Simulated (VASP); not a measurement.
# Si2C (P-6m2) in VASP: notebook

Runs on Si2C. Level: PBE. Tasks: single point, relaxation of cell and atoms.

All numbers are computed with VASP 6.6.1; they aren't measurements. Logs are shortened: lines on timing, memory, paths and dates and some standing lists are left out, and cuts for length are marked.

### 1 The cell of the first run

The structure is hexagonal, space group P-6m2 (No. 187). The conventional cell has a = 3.013 Å, b = 3.013 Å, c = 9.886 Å, α = 90.00°, β = 90.00°, γ = 120.00°. Within 2.5 Å of Si (site symmetry 3m) lie 3 C at 1.85 Å and 1 Si at 2.38 Å. Within 3.1 Å of Si (site symmetry -6m2) lie 8 Si at 2.38 to 3.01 Å. Si (site symmetry -6m2) has 2 C at 1.94 Å within 2.6 Å. C (site symmetry 3m) has 4 Si at 1.85 to 1.94 Å within 2.5 Å.

### 2 Single point, PBE

Input file INCAR:

```
PREC = Accurate
ENCUT = 520
EDIFF = 1E-6
ISMEAR = 0
SIGMA = 0.2
LREAL = F
LASPH = T
NELM = 100
ALGO = Normal
ISIF = 2
LWAVE = F
LCHARG = T
GGA = PE
LELF = T
LVHAR = T
NBANDS = 36
```

Input file KPOINTS:

```
Automatic mesh
0
Gamma
  12 12 1
```

Input file POSCAR:

```
Si2C
1.0
    3.0130888203      0.0000000000      0.0000000000
   -1.5065444102      2.6094114623      0.0000000000
    0.0000000000      0.0000000000     19.7729680630
Si C
8 4
Direct
    0.3333333333      0.6666666667      0.3705074460
    0.3333333333      0.6666666667      0.8705074460
    0.3333333333      0.6666666667      0.1294925541
    0.3333333333      0.6666666667      0.6294925541
    0.3333333333      0.6666666667      0.2500000000
    0.3333333333      0.6666666667      0.7500000000
    0.6666666667      0.3333333333      0.0000000000
    0.6666666667      0.3333333333      0.5000000000
    0.6666666667      0.3333333333      0.0981845765
    0.6666666667      0.3333333333      0.5981845765
    0.6666666667      0.3333333333      0.4018154235
    0.6666666667      0.3333333333      0.9018154235
```

Potentials or basis: VASP PAW PBE potentials, release 64 (Si, C).

Command:

```sh
cat potpaw_PBE.64/Si/POTCAR potpaw_PBE.64/C/POTCAR > POTCAR
mpirun -np 1 vasp_std > vasp.out
```

OUTCAR:

```text
PREC = Accurate
   ENCUT = 520
   EDIFF = 1E-6
   ISMEAR = 0
   LREAL = F
   LASPH = T
   NELM = 100
   ISIF = 2
   GGA = PE

 ion  position               nearest neighbor table
   1  0.333  0.667  0.371-  11 1.85  11 1.85  11 1.85   5 2.38   8 3.10   8 3.10   8 3.10
   2  0.333  0.667  0.871-  12 1.85  12 1.85  12 1.85   6 2.38   7 3.10   7 3.10   7 3.10
   3  0.333  0.667  0.129-   9 1.85   9 1.85   9 1.85   5 2.38   7 3.10   7 3.10   7 3.10
   4  0.333  0.667  0.629-  10 1.85  10 1.85  10 1.85   6 2.38   8 3.10   8 3.10   8 3.10
   5  0.333  0.667  0.250-   3 2.38   1 2.38
   6  0.333  0.667  0.750-   4 2.38   2 2.38
   7  0.667  0.333  0.000-   9 1.94  12 1.94   2 3.10   2 3.10   2 3.10   3 3.10   3 3.10   3 3.10

   8  0.667  0.333  0.500-  10 1.94  11 1.94   1 3.10   1 3.10   1 3.10   4 3.10   4 3.10   4 3.10

   9  0.667  0.333  0.098-   3 1.85   3 1.85   3 1.85   7 1.94
  10  0.667  0.333  0.598-   4 1.85   4 1.85   4 1.85   8 1.94
  11  0.667  0.333  0.402-   1 1.85   1 1.85   1 1.85   8 1.94
  12  0.667  0.333  0.902-   2 1.85   2 1.85   2 1.85   7 1.94

  LATTYP: Found a hexagonal cell.
 ALAT       =     3.0130888203
 C/A-ratio  =     6.5623581787

  Lattice vectors:

 A1 = (   3.0130888203,   0.0000000000,   0.0000000000)
 A2 = (  -1.5065444102,   2.6094114623,   0.0000000000)
 A3 = (   0.0000000000,   0.0000000000,  19.7729680630)

Analysis of symmetry for initial positions (statically):
=====================================================================
 Subroutine PRICEL returns following result:

  LATTYP: Found a hexagonal cell.
 ALAT       =     3.0130888203
 C/A-ratio  =     3.2811790893

  Lattice vectors:

 A1 = (   3.0130888203,   0.0000000000,   0.0000000000)
 A2 = (  -1.5065444102,   2.6094114623,   0.0000000000)
 A3 = (   0.0000000000,   0.0000000000,   9.8864840315)

   2 primitive cells build up your supercell.

 Routine SETGRP: Setting up the symmetry group for a
 hexagonal supercell.

 Subroutine GETGRP returns: Found 12 space group operations
 (whereof 12 operations were pure point group operations)
 out of a pool of 24 trial point group operations.

The static configuration has the point symmetry D_3h.

Analysis of symmetry for dynamics (positions and initial velocities):
=====================================================================
 Subroutine PRICEL returns following result:

  LATTYP: Found a hexagonal cell.
 ALAT       =     3.0130888203
 C/A-ratio  =     3.2811790893

  Lattice vectors:

 A1 = (   3.0130888203,   0.0000000000,   0.0000000000)
 A2 = (  -1.5065444102,   2.6094114623,   0.0000000000)
 A3 = (   0.0000000000,   0.0000000000,   9.8864840315)

   2 primitive cells build up your supercell.

 Routine SETGRP: Setting up the symmetry group for a
 hexagonal supercell.

 Subroutine GETGRP returns: Found 12 space group operations
 (whereof 12 operations were pure point group operations)
 out of a pool of 24 trial point group operations.

The dynamic configuration has the point symmetry D_3h.

 Subroutine INISYM returns: Found 12 space group operations
 (whereof 12 operations are pure point group operations),
 and found     2 'primitive' translations

----------------------------------------------------------------------------------------

                                     Primitive cell

  volume of cell :      77.7314

  direct lattice vectors                    reciprocal lattice vectors
     3.013088820  0.000000000  0.000000000     0.331885337  0.191614089  0.000000000
    -1.506544410  2.609411462  0.000000000     0.000000000  0.383228178  0.000000000
     0.000000000  0.000000000  9.886484031     0.000000000  0.000000000  0.101148194

  length of vectors
     3.013088820  3.013088820  9.886484031     0.383228178  0.383228178  0.101148194

  position of ions in fractional coordinates (direct lattice)
     0.333333333  0.666666667  0.741014892
     0.333333333  0.666666667  0.258985108
     0.333333333  0.666666667  0.500000000
     0.666666667  0.333333333  0.000000000
     0.666666667  0.333333333  0.196369153
     0.666666667  0.333333333  0.803630847

  ion indices of the primitive-cell ions
   primitive index   ion index
                 1           1
                 2           3
                 3           5
                 4           8
                 5          10
                 6          11

----------------------------------------------------------------------------------------

 KPOINTS: Automatic mesh

Automatic generation of k-mesh.
 Grid dimensions read from file:
 generate k-points for:   12   12    1

 Generating k-lattice:

  Cartesian coordinates                     Fractional coordinates (reciprocal lattice)
     0.027657111  0.015967841  0.000000000     0.083333333  0.000000000  0.000000000
     0.000000000  0.031935681  0.000000000     0.000000000  0.083333333  0.000000000
     0.000000000  0.000000000  0.050574097     0.000000000  0.000000000  1.000000000

  Length of vectors
     0.031935681  0.031935681  0.050574097

  Shift w.r.t. Gamma in fractional coordinates (k-lattice)
     0.000000000  0.000000000  0.000000000

 Subroutine IBZKPT returns following result:
 ===========================================

 Found     19 irreducible k-points:

 Following reciprocal coordinates:
            Coordinates               Weight
  0.000000  0.000000  0.000000      1.000000
  0.083333  0.000000  0.000000      6.000000
  0.166667  0.000000  0.000000      6.000000
  0.250000  0.000000  0.000000      6.000000
  0.333333  0.000000  0.000000      6.000000
  0.416667 -0.000000  0.000000      6.000000
[... 11 lines left out ...]
  0.333333  0.250000  0.000000     12.000000
  0.333333  0.333333  0.000000      2.000000
   k-points           NKPTS =     19   k-points in BZ     NKDIM =     19   number of bands    NBANDS=     36
   number of dos      NEDOS =    301   number of ions     NIONS =     12
   total plane-waves  NPLWV =  86400
   dimension x,y,z NGX =    24 NGY =   24 NGZ =  150
   dimension x,y,z NGXF=    48 NGYF=   48 NGZF=  300
   ions per type =               8   4
   NGX,Y,Z   is equivalent  to a cutoff of  13.24, 13.24, 12.61 a.u.
   NGXF,Y,Z  is equivalent  to a cutoff of  26.48, 26.48, 25.22 a.u.
 SYSTEM =  unknown system
   PREC   = accura    normal or accurate (medium, high low for compatibility)
   ISTART =      0    job   : 0-new  1-cont  2-samecut
   ICHARG =      2    charge: 1-file 2-atom 10-const
   ISPIN  =      1    spin polarized calculation?
   LNONCOLLINEAR =      F non collinear calculations
   LSORBIT =      F    spin-orbit coupling
   LASPH  =      T    aspherical Exc in radial PAW
   ENCUT  =  520.0 eV  38.22 Ry    6.18 a.u.   5.60  5.60 36.76*2*pi/ulx,y,z
   NELM   =    100;   NELMIN=  2; NELMDL= -5     # of ELM steps
   EDIFF  = 0.1E-05   stopping-criterion for ELM
   LREAL  =      F    real-space projection
   EDIFFG = 0.1E-04   stopping-criterion for IOM
   NSW    =      0    number of steps for IOM
   IBRION =     -1    ionic relax: 0-MD 1-quasi-New 2-CG
   NFREE  =      0    steps in history (QN), initial steepest desc. (CG)
   ISIF   =      2    stress and relaxation
   ISYM   =      2    0-nonsym 1-usesym 2-fastsym
   POTIM  = 0.5000    time-step for ionic-motion
   TEBEG  =    0.0;   TEEND  =   0.0 temperature during run
   PSTRESS=    0.0 pullay stress
   NELECT =      48.0000    total number of electrons
   NUPDOWN=      -1.0000    fix difference up-down
   EMIN   =  10.00;   EMAX   =-10.00  energy-range for DOS
   EFERMI =   0.00;   METHOD = LEGACY
   ISMEAR =     0;   SIGMA  =   0.20  broadening in eV -4-tet -1-fermi 0-gaus
   EFERMI_NEDOS =   21; number of points for ismear=-14 and -15
   IALGO  =     38    algorithm
   IMIX   =      4    mixing-type and parameters
     AMIX     =   0.40;   BMIX     =  1.00
     AMIX_MAG =   1.60;   BMIX_MAG =  1.00
  volume/ion in A,a.u.               =      12.96        87.43
  Fermi-wavevector in a.u.,A,eV,Ry     =   1.106487  2.090958 16.657807  1.224314
  Thomas-Fermi vector in A             =   2.242989
   LORBIT       =      0    0 simple, 1 ext, 2 COOP (PROOUT), +10 PAW based schemes
   GGA     = PE    functional components
   LHFCALC =     F    Hartree Fock is set to
   AEXX    =    0.0000 exact exchange contribution
   IVDW    =     0    specifies the selected vdW correction
   LEPSILON=     F    determine dielectric tensor
   LRPA    =     F    only Hartree local field effects (RPA)
 non-spin polarized calculation
 Gauss-broadening in eV      SIGMA  =   0.20
  energy-cutoff  :      520.00
  volume of cell :      155.46
 maximum number of plane-waves:      4237
 NGX is ok and might be reduce to    24
   NGX = 11   NGY = 11   NGZ = 73

 number of electron      47.9999999 magnetization

 Free energy of the ion-electron system (eV)
  ---------------------------------------------------
  ext. energy  EPLUGINS =         0.00000000
  ---------------------------------------------------
  free energy    TOTEN  =       -77.40896781 eV

  energy without entropy =      -77.36160618  energy(sigma->0) =      -77.38528699

 E-fermi :   8.3677     XC(G=0): -10.8175

 val. band max:        8.3292680940   @ k =   0.0833   0.0833   0.0000
 cond. band min:       8.4068935484   @ k =   0.0833   0.0000   0.0000
 fundamental gap:      0.0776254545
 Fermi energy:         8.3676665062

 k-point     1 :       0.0000    0.0000    0.0000
  band No.  band energies     occupation
      1      -7.6163      2.00000
      2      -7.5660      2.00000
      3      -7.2744      2.00000
      4      -7.2020      2.00000
      5      -3.2321      2.00000
      6      -2.5349      2.00000
[... 28 lines left out ...]
     35      14.8985      0.00000
     36      14.8985      0.00000
[... 671 lines left out ...]
      6      -0.4245      2.00000
[... 28 lines left out ...]
     35      12.8057      0.00000
     36      13.0693      0.00000

------------------------ aborting loop because EDIFF is reached ----------------------------------------

  FORCE on cell =-STRESS in cart. coord.  units (eV):
  Direction    XX          YY          ZZ          XY          YZ          ZX
  --------------------------------------------------------------------------------------
  -------------------------------------------------------------------------------------
  Total        0.3108330      0.3108330     -0.7350265     -0.0000000      0.0000000      0.0000000
  in kB        3.2034009      3.2034009     -7.5750799     -0.0000000      0.0000000      0.0000000
  external PRESSURE =      -0.3894261 kB  Pullay stress =       0.0000000 kB

 VOLUME and BASIS-vectors are now :
 -----------------------------------------------------------------------------
  energy-cutoff  :      520.00
  volume of cell :      155.46
      direct lattice vectors                 reciprocal lattice vectors
     3.013088820  0.000000000  0.000000000     0.331885337  0.191614089  0.000000000
    -1.506544410  2.609411462  0.000000000     0.000000000  0.383228178  0.000000000
     0.000000000  0.000000000 19.772968063     0.000000000  0.000000000  0.050574097

 POSITION                                       TOTAL-FORCE (eV/Angst)
 -----------------------------------------------------------------------------------
     -0.00000      1.73961      7.32603        -0.000000      0.000000     -0.014466
     -0.00000      1.73961     17.21252        -0.000000     -0.000000     -0.014466
     -0.00000      1.73961      2.56045        -0.000000      0.000000      0.014466
     -0.00000      1.73961     12.44694         0.000000      0.000000      0.014466
     -0.00000      1.73961      4.94324        -0.000000      0.000000     -0.000000
     -0.00000      1.73961     14.82973        -0.000000      0.000000     -0.000000
      1.50654      0.86980      0.00000        -0.000000     -0.000000     -0.000000
      1.50654      0.86980      9.88648        -0.000000     -0.000000     -0.000000
      1.50654      0.86980      1.94140         0.000000     -0.000000      0.015129
      1.50654      0.86980     11.82788         0.000000     -0.000000      0.015129
      1.50654      0.86980      7.94508         0.000000      0.000000     -0.015129
      1.50654      0.86980     17.83157         0.000000      0.000000     -0.015129
 -----------------------------------------------------------------------------------
    total drift:                               -0.000000      0.000000     -0.000000

  FREE ENERGIE OF THE ION-ELECTRON SYSTEM (eV)
  ---------------------------------------------------
  free  energy   TOTEN  =       -77.4089678061 eV

  energy  without entropy=      -77.3616061775  energy(sigma->0) =      -77.38528699
```

Run time: 87 s. Hardware: 1 thread of Intel Xeon Platinum 8259CL at 2.50GHz (Skylake/Cascade Lake), shared host; peak memory 0.3 GiB.

What came out:

```yaml
Free_energy: -77.4090 eV
Pressure: 0.0 GPa
Largest_force: 0.015 eV/Å
Band_gap_on_the_k_mesh: zero (band 24 reaches 11.29 eV, above the bottom of band 25 at 6.57 eV)
```

Forces in eV/Å, atoms in the order of the input:
```
Si   0.000  0.000 -0.014
Si   0.000  0.000 -0.014
Si   0.000  0.000  0.014
Si   0.000  0.000  0.014
Si   0.000  0.000  0.000
Si   0.000  0.000  0.000
Si   0.000  0.000  0.000
Si   0.000  0.000  0.000
C    0.000  0.000  0.015
C    0.000  0.000  0.015
C    0.000  0.000 -0.015
C    0.000  0.000 -0.015
```

Levels at points of the mesh, in eV from the Fermi level:
```tsv
k point	band 21	band 22	band 23	band 24	band 25	band 26	band 27	band 28
(0.00, 0.00, 0.00)	-1.81	0.06	1.63	2.92	5.40	5.40	5.57	5.57
(0.50, 0.00, 0.00)	-3.22	-2.99	-2.99	-1.88	0.38	1.12	1.60	1.62
```

[end of part 1 of 3]
